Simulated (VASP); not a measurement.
Here is a VASP 6.6.1 calculation.

Contents of INCAR:

```
PREC     = Accurate       # precision mode
ENCUT    = 520            # plane-wave cutoff, eV
EDIFF    = 1E-7           # SCF threshold, eV
ISMEAR   = -1             # smearing method
SIGMA    = 0.05           # smearing width, eV
LREAL    = False          # projectors in reciprocal space
LASPH    = True           # aspherical terms in the spheres
NELM     = 80             # most SCF steps
ALGO     = Normal         # electronic algorithm
ISIF     = 2              # what is computed and relaxed
LWAVE    = False          # write WAVECAR
LCHARG   = False          # write CHGCAR
GGA      = PE             # functional
ALDAC    = 0.0          
AGGAC    = 0.0          
NBANDS   = 26             # bands
```

The input KPOINTS:

```
Automatic mesh
0
Gamma
  7 7 4
```

Contents of POSCAR:

```
CdS
1.0
    4.1774842447      0.0000000000      0.0000000000
   -2.0887421223      3.6178074798      0.0000000000
    0.0000000000      0.0000000000      6.7816171943
Cd S
2 2
Direct
    0.6666666667      0.3333333333      0.5000000000
    0.3333333333      0.6666666667      0.0000000000
    0.6666666667      0.3333333333      0.8750000000
    0.3333333333      0.6666666667      0.3750000000
```

Potentials or basis: VASP PAW PBE potentials, release 64 (Cd, S).

The run is started by

```bash
$ cat potpaw_PBE.64/Cd/POTCAR potpaw_PBE.64/S/POTCAR > POTCAR
$ mpirun -np 1 vasp_std > vasp.out
```

Task: What does it give for the largest force?

Result: 0.064 eV/Å.

Task: What does it give for the band gap on the k mesh?

Result: 1.12 eV, direct.

Task: What does it give for the pressure?

Result: 9.5 GPa.

Forces on the atoms (eV/Å):
```
Cd   0.000  0.000 -0.064
Cd   0.000  0.000 -0.064
S    0.000  0.000  0.064
S    0.000  0.000  0.064
```
